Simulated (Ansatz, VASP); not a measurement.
## One calculation of LaNb, two programs

Contents of POSCAR:

```
LaNb
1.0
    0.0000000000      3.7962179300      0.0000000000
    3.7962179300      0.0000000000      0.0000000000
    1.8981094700      1.8981094700     -6.4228977300
La Nb
2 2
Direct
    0.4160000000      0.4160000000      0.1680000000
    0.1660000000      0.6660000000      0.6680000000
    0.0000000000      0.0000000000      0.0000000000
    0.7500000000      0.2500000000      0.5000000000
```

The input INCAR.step1:

```
SYSTEM = LaNb
PREC     = Accurate       ! precision mode
ENCUT    = 520            ! plane-wave cutoff, eV
ISMEAR   = -1             ! smearing method
SIGMA    = 0.1            ! smearing width, eV
LREAL    = .FALSE.        ! projectors in reciprocal space
LASPH    = .TRUE.         ! aspherical terms in the spheres
NELM     = 150            ! most SCF steps
ISPIN    = 2              ! spin polarisation
MAGMOM   = 0 0 0 0        ! initial moments
LMAXMIX  = 6              ! l up to which the mixer works
NBANDS   = 36             ! bands
GGA      = PE             ! functional
ALGO     = Normal         ! electronic algorithm
EDIFF    = 1E-4           ! SCF threshold, eV
LWAVE    = .TRUE.         ! write WAVECAR
LCHARG   = .FALSE.        ! write CHGCAR
```

INCAR.step2

```
SYSTEM = LaNb
PREC     = Accurate       ! precision mode
ENCUT    = 520            ! plane-wave cutoff, eV
EDIFF    = 1E-6           ! SCF threshold, eV
ISMEAR   = -1             ! smearing method
SIGMA    = 0.1            ! smearing width, eV
LREAL    = .FALSE.        ! projectors in reciprocal space
LASPH    = .TRUE.         ! aspherical terms in the spheres
NELM     = 150            ! most SCF steps
ALGO     = Normal         ! electronic algorithm
ISIF     = 2              ! what is computed and relaxed
LWAVE    = .FALSE.        ! write WAVECAR
LCHARG   = .TRUE.         ! write CHGCAR
ISPIN    = 2              ! spin polarisation
MAGMOM   = 0 0 0 0        ! initial moments
LORBIT   = 11             ! projections on sites
LMAXMIX  = 6              ! l up to which the mixer works
METAGGA  = R2SCAN         ! meta-GGA
LMIXTAU  = .TRUE.       
LELF     = .TRUE.         ! ELF
LVHAR    = .TRUE.       
NBANDS   = 36             ! bands
ISTART   = 1
```

File KPOINTS:

```
regular mesh
0
G
  5 5 5
  0 0 0
```

Input for Ansatz:

```yaml
crystal:
  lattice:
    - [0.0, 3.79621793, 0.0]
    - [3.79621793, 0.0, 0.0]
    - [1.89810947, 1.89810947, -6.42289773]
  atoms:
    - { symbol: La, position: [0.416, 0.416, 0.168] }
    - { symbol: La, position: [0.166, 0.666, 0.668] }
    - { symbol: Nb, position: [0.0, 0.0, 0.0] }
    - { symbol: Nb, position: [0.75, 0.25, 0.5] }
  symmetry: { tolerance: 0.0003 }
kpoints:
  mp_grid: { grid: [5, 5, 5], shift: [0, 0, 0] }
magnetization:
  spin_polarized: true
scf:
  occupations: { method: fermi_dirac }
hamiltonian:
  pseudopotentials: { kind: paw }
  xc: r2scan
basis:
  ecutwfc: 500
output:
  forces: true
  stress: true
  eigenvalues: true
```

Alike in both runs: task single point; functional r2SCAN; k mesh 5 × 5 × 5; collinear spin.

|  | VASP | Ansatz |
| --- | --- | --- |
| version | VASP 6.6.1 | Ansatz 0.2.0 |
| potentials or method | VASP PAW PBE potentials, release 64 (La, Nb_sv), cutoff 520 eV | PAW plane waves |
| occupations | fermi-dirac, width 0.1 eV | fermi-dirac |
| valence electrons in the cell | 48 | 48 |

VASP gave:

| Property | Result |
| --- | --- |
| gap on the k mesh at the Fermi level (eV) | none |
| pressure (GPa) | 8.6 |
| traceless stress, the component that is largest in VASP (GPa) | -6.53 |
| rms of the force components (eV/Å) | 0.052 |

Task: Which values does Ansatz return?

Result: gap on the k mesh at the Fermi level (eV): none; pressure (GPa): 8.6; traceless stress, the component that is largest in VASP (GPa): -6.51; rms of the force components (eV/Å): 0.048.

VASP's potentials were made for PBE, not for r2SCAN. Atom by atom the forces differ by 0.003 eV/Å (rms over components). A gap of «none» marks a metal or a gap that the smearing closes. Ansatz's warnings: no starting moments, stability check not made, structure snapped to symmetry.

Spin-orbit coupling is off throughout.
